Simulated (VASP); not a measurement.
# P (C2/m) in VASP: relaxation of cell and atoms with LDA

Aim: the relaxation of cell and atoms of P with LDA.

All numbers are computed with VASP 6.6.1; they aren't measurements. Logs are shortened: lines on timing, memory, paths and dates and some standing lists are left out, and cuts for length are marked.

### 1 The cell of the first run

The structure is monoclinic, space group C2/m (No. 12). The conventional cell has a = 5.978 Å, b = 3.451 Å, c = 3.710 Å, α = 90.00°, β = 122.49°, γ = 90.00°. Within 3.0 Å of P (site symmetry m) lie 6 P at 2.25 to 2.87 Å.

### 2 Relaxation of cell and atoms, LDA, collinear spin

Input file INCAR:

```
PREC = Accurate
ENCUT = 600
EDIFF = 1E-7
ISMEAR = -1
SIGMA = 0.15
LREAL = False
LASPH = True
NELM = 150
ALGO = Normal
ISIF = 3
LWAVE = False
LCHARG = False
ISPIN = 2
MAGMOM = 0.5 -0.25
LORBIT = 11
IBRION = 2
NSW = 60
EDIFFG = -0.01
```

Input file KPOINTS:

```
regular mesh
0
Gamma
  7 7 7
```

Input file POSCAR:

```
P
1.0
    1.7257251780      0.9963478961      3.1296800121
   -1.7257251780      0.9963478961      3.1296800121
    0.0000000000     -1.9926957921      3.1296800121
P
2
Direct
    0.7704850000      0.7737440000      0.7688150000
    0.2159280000      0.2191780000      0.2270980000
```

Potentials or basis: VASP PAW LDA potentials, release 64 (P).

Launch:

```
> cat potpaw_LDA.64/P/POTCAR > POTCAR
> mpirun -np 1 vasp_std > vasp.out
```

OUTCAR:

```text
PREC = Accurate
   ENCUT = 600
   EDIFF = 1E-7
   ISMEAR = -1
   LREAL = False
   LASPH = True
   NELM = 150
   ISIF = 3
   ISPIN = 2
   LORBIT = 11
   IBRION = 2
   NSW = 60
   EDIFFG = -0.01

 ion  position               nearest neighbor table
   1  0.770  0.774  0.769-   2 2.25   2 2.28   2 2.28   2 2.84   2 2.84   2 2.87
   2  0.216  0.219  0.227-   1 2.25   1 2.28   1 2.28   1 2.84   1 2.84   1 2.87

  LATTYP: Found a trigonal (rhomboedric) cell.
 ALAT       =     3.7102201415
 COS(alpha) =     0.5673129383

  Lattice vectors:

 A1 = (   1.7257251780,   0.9963478961,   3.1296800121)
 A2 = (  -1.7257251780,   0.9963478961,   3.1296800121)
 A3 = (   0.0000000000,  -1.9926957921,   3.1296800121)

Analysis of symmetry for initial positions (statically):
=====================================================================
 Subroutine PRICEL returns:
 Original cell was already a primitive cell.

 Routine SETGRP: Setting up the symmetry group for a
 trigonal (rhombohedral) supercell.

 Subroutine GETGRP returns: Found  4 space group operations
 (whereof  1 operations were pure point group operations)
 out of a pool of 12 trial point group operations.

The static configuration has the point symmetry C_1 .
 The point group associated with its full space group is C_2h.

Analysis of symmetry for dynamics (positions and initial velocities):
=====================================================================
 Subroutine PRICEL returns:
 Original cell was already a primitive cell.

 Routine SETGRP: Setting up the symmetry group for a
 trigonal (rhombohedral) supercell.

 Subroutine GETGRP returns: Found  4 space group operations
 (whereof  1 operations were pure point group operations)
 out of a pool of 12 trial point group operations.

The dynamic configuration has the point symmetry C_1 .
 The point group associated with its full space group is C_2h.

Analysis of structural, dynamic, and magnetic symmetry:
=====================================================================
 Subroutine PRICEL returns:
 Original cell was already a primitive cell.

 Routine SETGRP: Setting up the symmetry group for a
 trigonal (rhombohedral) supercell.

 Subroutine GETGRP returns: Found  2 space group operations
 (whereof  1 operations were pure point group operations)
 out of a pool of 12 trial point group operations.

The overall configuration has the point symmetry C_1 .
 The point group associated with its full space group is C_1h.

 Subroutine INISYM returns: Found  2 space group operations
 (whereof  1 operations are pure point group operations),
 and found     1 'primitive' translations

----------------------------------------------------------------------------------------

                                     Primitive cell

  volume of cell :      32.2875

  direct lattice vectors                    reciprocal lattice vectors
     1.725725178  0.996347896  3.129680012     0.289733271  0.167277582  0.106507161
    -1.725725178  0.996347896  3.129680012    -0.289733271  0.167277582  0.106507161
     0.000000000 -1.992695792  3.129680012     0.000000000 -0.334555164  0.106507161

  length of vectors
     3.710220141  3.710220141  3.710220141     0.351099605  0.351099605  0.351099605

  position of ions in fractional coordinates (direct lattice)
     0.770485000  0.773744000  0.768815000
     0.215928000  0.219178000  0.227098000

  ion indices of the primitive-cell ions
   primitive index   ion index
                 1           1
                 2           2

----------------------------------------------------------------------------------------

 KPOINTS: regular mesh

Automatic generation of k-mesh.
 Grid dimensions read from file:
 generate k-points for:    7    7    7

 Generating k-lattice:

  Cartesian coordinates                     Fractional coordinates (reciprocal lattice)
     0.041390467  0.023896797  0.015215309     0.142857143 -0.000000000  0.000000000
    -0.041390467  0.023896797  0.015215309    -0.000000000  0.142857143  0.000000000
     0.000000000 -0.047793595  0.015215309     0.000000000  0.000000000  0.142857143

  Length of vectors
     0.050157086  0.050157086  0.050157086

  Shift w.r.t. Gamma in fractional coordinates (k-lattice)
     0.000000000  0.000000000  0.000000000

 Subroutine IBZKPT returns following result:
 ===========================================

 Found    100 irreducible k-points:

 Following reciprocal coordinates:
            Coordinates               Weight
  0.000000  0.000000  0.000000      1.000000
  0.142857  0.000000 -0.000000      4.000000
  0.000000  0.000000  0.142857      2.000000
  0.285714 -0.000000  0.000000      4.000000
  0.000000  0.000000  0.285714      2.000000
  0.428571 -0.000000  0.000000      4.000000
[... 16 lines left out ...]
  0.142857  0.000000 -0.142857      4.000000
  0.285714  0.285714  0.000000      2.000000
 [... further k-points ...]
   k-points           NKPTS =    100   k-points in BZ     NKDIM =    100   number of bands    NBANDS=      9
   number of dos      NEDOS =    301   number of ions     NIONS =      2
   total plane-waves  NPLWV =  27000
   dimension x,y,z NGX =    30 NGY =   30 NGZ =   30
   dimension x,y,z NGXF=    60 NGYF=   60 NGZF=   60
   ions per type =               2
   NGX,Y,Z   is equivalent  to a cutoff of  13.44, 13.44, 13.44 a.u.
   NGXF,Y,Z  is equivalent  to a cutoff of  26.88, 26.88, 26.88 a.u.
 SYSTEM =  unknown system
   PREC   = accura    normal or accurate (medium, high low for compatibility)
   ISTART =      0    job   : 0-new  1-cont  2-samecut
   ICHARG =      2    charge: 1-file 2-atom 10-const
   ISPIN  =      2    spin polarized calculation?
   LNONCOLLINEAR =      F non collinear calculations
   LSORBIT =      F    spin-orbit coupling
   LASPH  =      T    aspherical Exc in radial PAW
   ENCUT  =  600.0 eV  44.10 Ry    6.64 a.u.   7.41  7.41  7.41*2*pi/ulx,y,z
   NELM   =    150;   NELMIN=  2; NELMDL= -5     # of ELM steps
   EDIFF  = 0.1E-06   stopping-criterion for ELM
   LREAL  =      F    real-space projection
   EDIFFG = -.1E-01   stopping-criterion for IOM
   NSW    =     60    number of steps for IOM
   IBRION =      2    ionic relax: 0-MD 1-quasi-New 2-CG
   NFREE  =      1    steps in history (QN), initial steepest desc. (CG)
   ISIF   =      3    stress and relaxation
   ISYM   =      2    0-nonsym 1-usesym 2-fastsym
   POTIM  = 0.5000    time-step for ionic-motion
   TEBEG  =    0.0;   TEEND  =   0.0 temperature during run
   PSTRESS=    0.0 pullay stress
   NELECT =      10.0000    total number of electrons
   NUPDOWN=      -1.0000    fix difference up-down
   EMIN   =  10.00;   EMAX   =-10.00  energy-range for DOS
   EFERMI =   0.00;   METHOD = LEGACY
   ISMEAR =    -1;   SIGMA  =   0.15  broadening in eV -4-tet -1-fermi 0-gaus
   EFERMI_NEDOS =   21; number of points for ismear=-14 and -15
   IALGO  =     38    algorithm
   IMIX   =      4    mixing-type and parameters
     AMIX     =   0.40;   BMIX     =  1.00
     AMIX_MAG =   1.60;   BMIX_MAG =  1.00
  volume/ion in A,a.u.               =      16.14       108.94
  Fermi-wavevector in a.u.,A,eV,Ry     =   1.107636  2.093128 16.692396  1.226857
  Thomas-Fermi vector in A             =   2.244152
   LORBIT       =     11    0 simple, 1 ext, 2 COOP (PROOUT), +10 PAW based schemes
   GGA     = CA    functional components
   LHFCALC =     F    Hartree Fock is set to
   AEXX    =    0.0000 exact exchange contribution
   IVDW    =     0    specifies the selected vdW correction
   LEPSILON=     F    determine dielectric tensor
   LRPA    =     F    only Hartree local field effects (RPA)
 conjugate gradient relaxation of ions
 spin polarized calculation
  energy-cutoff  :      600.00
  volume of cell :       32.29
 maximum number of plane-waves:      1091
 NGX is ok and might be reduce to    30
   NGX = 15   NGY = 15   NGZ = 15

--------------------------------------- Ionic step        1  -------------------------------------------

 number of electron      10.0000000 magnetization      -0.0004600

 number of electron      10.0000000 magnetization       0.0000166

 Free energy of the ion-electron system (eV)
  ---------------------------------------------------
  ext. energy  EPLUGINS =         0.00000000
  ---------------------------------------------------
  free energy    TOTEN  =       -12.11380685 eV

  energy without entropy =      -12.08864378  energy(sigma->0) =      -12.10122531

------------------------ aborting loop because EDIFF is reached ----------------------------------------

  FORCE on cell =-STRESS in cart. coord.  units (eV):
  Direction    XX          YY          ZZ          XY          YZ          ZX
  --------------------------------------------------------------------------------------
  -------------------------------------------------------------------------------------
  Total       -0.4196247     -0.3821486     -0.5199050      0.0000000      0.1116086      0.0000000
  in kB      -20.8227343    -18.9630862    -25.7988735      0.0000000      5.5382746      0.0000000
  external PRESSURE =     -21.8615647 kB  Pullay stress =       0.0000000 kB
[... 289 lines left out ...]
--------------------------------------- Ionic step        9  -------------------------------------------

 number of electron      10.0000000 magnetization      -0.0000001

 number of electron      10.0000000 magnetization       0.0000003

 Free energy of the ion-electron system (eV)
  ---------------------------------------------------
  ext. energy  EPLUGINS =         0.00000000
  ---------------------------------------------------
  free energy    TOTEN  =       -12.16169505 eV

  energy without entropy =      -12.13272278  energy(sigma->0) =      -12.14720892

 E-fermi :   9.6456     XC(G=0): -11.2197

 val. band max:        9.3702536127   @ k =   0.4286   0.2857   0.2857
 cond. band min:       9.8385816561   @ k =   0.0000   0.0000   0.4286
 fundamental gap:      0.4683280433
 Fermi energy:         9.6456487319

 spin component 1

 k-point     1 :       0.0000    0.0000    0.0000
  band No.  band energies     occupation
      1      -7.1631      1.00000
      2       6.7583      1.00000
      3       6.9253      1.00000
      4       6.9340      1.00000
      5       7.0308      1.00000
      6      11.6503      0.00000
      7      12.8174      0.00000
      8      12.8179      0.00000
      9      15.2411      0.00000
[... 265 lines left out ...]
 k-point    24 :       0.2857    0.2857    0.0000
  band No.  band energies     occupation
      1      -5.4362      1.00000
      2       2.4082      1.00000
      3       4.1463      1.00000
      4       4.9175      1.00000
      5       5.9809      1.00000
      6      10.6194      0.00151
      7      14.3734      0.00000
      8      15.1019      0.00000
      9      15.9685      0.00000

 [... further k-points ...]

 spin component 2

 k-point     1 :       0.0000    0.0000    0.0000
  band No.  band energies     occupation
      1      -7.1631      1.00000
      2       6.7583      1.00000
      3       6.9253      1.00000
      4       6.9340      1.00000
      5       7.0308      1.00000
      6      11.6503      0.00000
      7      12.8174      0.00000
      8      12.8179      0.00000
      9      15.2410      0.00000
[... 265 lines left out ...]
 k-point    24 :       0.2857    0.2857    0.0000
  band No.  band energies     occupation
      1      -5.4362      1.00000
      2       2.4082      1.00000
      3       4.1463      1.00000
      4       4.9175      1.00000
      5       5.9809      1.00000
      6      10.6194      0.00151
      7      14.3734      0.00000
      8      15.1019      0.00000
      9      15.9685      0.00000

 [... further k-points ...]

------------------------ aborting loop because EDIFF is reached ----------------------------------------

  FORCE on cell =-STRESS in cart. coord.  units (eV):
  Direction    XX          YY          ZZ          XY          YZ          ZX
  --------------------------------------------------------------------------------------
  -------------------------------------------------------------------------------------
  Total       -0.0123810      0.0003260     -0.0016661      0.0000000     -0.0006824      0.0000000
  in kB       -0.6594091      0.0173610     -0.0887374      0.0000000     -0.0363438      0.0000000
  external PRESSURE =      -0.2435952 kB  Pullay stress =       0.0000000 kB
[... 17 lines left out ...]
  FREE ENERGIE OF THE ION-ELECTRON SYSTEM (eV)
  ---------------------------------------------------
  free  energy   TOTEN  =       -12.1616950493 eV

  energy  without entropy=      -12.1327227836  energy(sigma->0) =      -12.14720892

 reached required accuracy - stopping structural energy minimisation

 total charge

# of ion       s       p       d       tot
------------------------------------------
    1        1.088   1.351   0.000   2.439
    2        1.088   1.351   0.000   2.439
--------------------------------------------------
tot          2.176   2.703   0.000   4.879

 magnetization (x)

# of ion       s       p       d       tot
------------------------------------------
    1       -0.000  -0.000   0.000  -0.000
    2       -0.000   0.000   0.000   0.000
--------------------------------------------------
tot         -0.000  -0.000   0.000  -0.000
```

Wall time 5.6 min (1 thread of Intel Xeon Platinum 8259CL at 2.50GHz (Skylake/Cascade Lake), shared host); peak memory 0.19 GiB.

What came out:

| Property | Result |
| --- | --- |
| Free energy | -12.1617 eV |
| Relaxed volume | 15.04 Å³/atom |
| Relaxed cell | a = 3.567 Å, b = 3.567 Å, c = 3.566 Å, α = 57.28°, β = 57.28°, γ = 57.30° |
| Space group after relaxing (to 0.1 Å) | R-3m (No. 166) |
| Energy gained by relaxing | 23.9 meV/atom |
| Ionic steps | 9 |
| Pressure after relaxing | 0.0 GPa |
| Largest force after relaxing | 0.005 eV/Å |
| Band gap on the k mesh | zero (filled and empty bands overlap) |
| Net moment | 0.00 μB per cell |
| Valence electrons inside the program's atomic spheres | P 2.44 |

Forces in eV/Å, atoms in the order of the input:
```
P    0.000  0.003 -0.004
P    0.000 -0.003  0.004
```

The path:
| step | energy change (eV) | largest force (eV/Å) | pressure (GPa) | volume (Å³) |
| --- | --- | --- | --- | --- |
| 1 | 0.0000 | 0.4756 | -2.19 | 32.29 |
| 2 | -0.0280 | 0.3067 | -0.80 | 31.27 |
| 3 | -0.0374 | 0.1637 | 1.18 | 30.25 |
| 4 | -0.0448 | 0.1098 | -0.71 | 30.36 |
| 5 | -0.0449 | 0.0910 | -0.57 | 30.35 |
| 6 | -0.0476 | 0.0087 | 0.06 | 30.10 |
| 7 | -0.0476 | 0.0098 | 0.20 | 30.04 |
| 8 | -0.0478 | 0.0048 | -0.11 | 30.10 |
| 9 | -0.0479 | 0.0045 | -0.02 | 30.08 |

Final structure:
```yaml
crystal:
  lattice:
    - [1.71030, 0.98732, 2.97045]
    - [-1.71030, 0.98732, 2.97045]
    - [0.00000, -1.97337, 2.97035]
  atoms:
    - { symbol: P, position: [0.76144, 0.76470, 0.76633] }
    - { symbol: P, position: [0.22497, 0.22822, 0.22958] }
```

Levels at points of the mesh, in eV from the Fermi level:
Spin up:
```tsv
k point	band 2	band 3	band 4	band 5	band 6	band 7	band 8	band 9
(0.00, 0.00, 0.00)	-2.89	-2.72	-2.71	-2.61	2.00	3.17	3.17	5.60
```
Spin down:
| k point | band 1 | band 2 | band 3 | band 4 | band 5 | band 6 | band 7 | band 8 | band 9 |
| --- | --- | --- | --- | --- | --- | --- | --- | --- | --- |
| (0.00, 0.00, 0.00) | -16.81 | -2.89 | -2.72 | -2.71 | -2.61 | 2.00 | 3.17 | 3.17 | 5.60 |

The gap in the log of VASP goes by the Fermi energy; the results here count the filled bands.